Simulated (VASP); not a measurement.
Here is a VASP 6.6.1 calculation.

File INCAR:

```
SYSTEM = B5Ru
ALGO = Normal ; EDIFF = 1E-6
ENCUT = 520 ; GGA = PE
ISIF = 2 ; ISMEAR = 0
LASPH = .True. ; LCHARG = .True.
LELF = .True. ; LREAL = .False.
LVHAR = .True. ; LWAVE = .False.
NBANDS = 24 ; NELM = 80
PREC = Accurate ; SIGMA = 0.1
```

KPOINTS

```
k-points
0
Gamma
  6 6 4
  0 0 0
```

Contents of POSCAR:

```
B5Ru
1.0
    3.1783294000      0.0000000000      0.0000000000
   -1.5891647000      2.7525140000      0.0000000000
    0.0000000000      0.0000000000      5.3595682500
B Ru
5 1
Direct
    0.5000000000      0.0000000000      0.0000000000
    0.0000000000      0.5000000000      0.0000000000
    0.5000000000      0.5000000000      0.0000000000
    0.0000000000      0.0000000000      0.8272128400
    0.0000000000      0.0000000000      0.1727871600
    0.0000000000      0.0000000000      0.5000000000
```

Potentials or basis: VASP PAW PBE potentials, release 64 (B, Ru_pv).

Run with:

```sh
$ cat potpaw_PBE.64/B/POTCAR potpaw_PBE.64/Ru_pv/POTCAR > POTCAR
$ mpirun -np 1 vasp_std > vasp.out
```

(1) Estimate the largest force.

(2) What does it give for the pressure?

Answers

(1) 2.828 eV/Å.

(2) 61.7 GPa.

Caveat: the k points lie up to 0.38 Å⁻¹ apart, too coarse for converged energies and pressures of a metal; forces of over 1 eV/Å act on the atoms, so gaps and moduli don't describe the material at rest.
